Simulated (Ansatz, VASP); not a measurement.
# One calculation of Ti, two programs

```
Ti
1.0
     0.00000    2.03000    2.03000
     2.03000    0.00000    2.03000
     2.03000    2.03000    0.00000
Ti
1
Direct
  0.00000 0.00000 0.00000
```

Alike in both runs: task single point; functional RPBE; k mesh 6 × 6 × 6; no spin polarisation.

```csv
,VASP,Ansatz
version,VASP 6.6.1,Ansatz 0.2.0
potentials or method,"VASP PAW PBE potentials, release 64 (Ti_sv), cutoff 500 eV","scalar-relativistic, plane waves, PAW"
occupations,"fermi-dirac, width 0.272114 eV",fermi-dirac
valence electrons in the cell,12,12
```

|  | VASP | Ansatz | Ansatz less VASP |
| --- | --- | --- | --- |
| gap on the k mesh at the Fermi level (eV) | none | none | - |
| pressure (GPa) | 9.4 | 9.8 | +0.38 |

VASP's potentials were made for PBE, not for RPBE. A gap of «none» marks a metal or a gap that the smearing closes.

The k mesh is coarse, so the values compare programs but aren't converged.
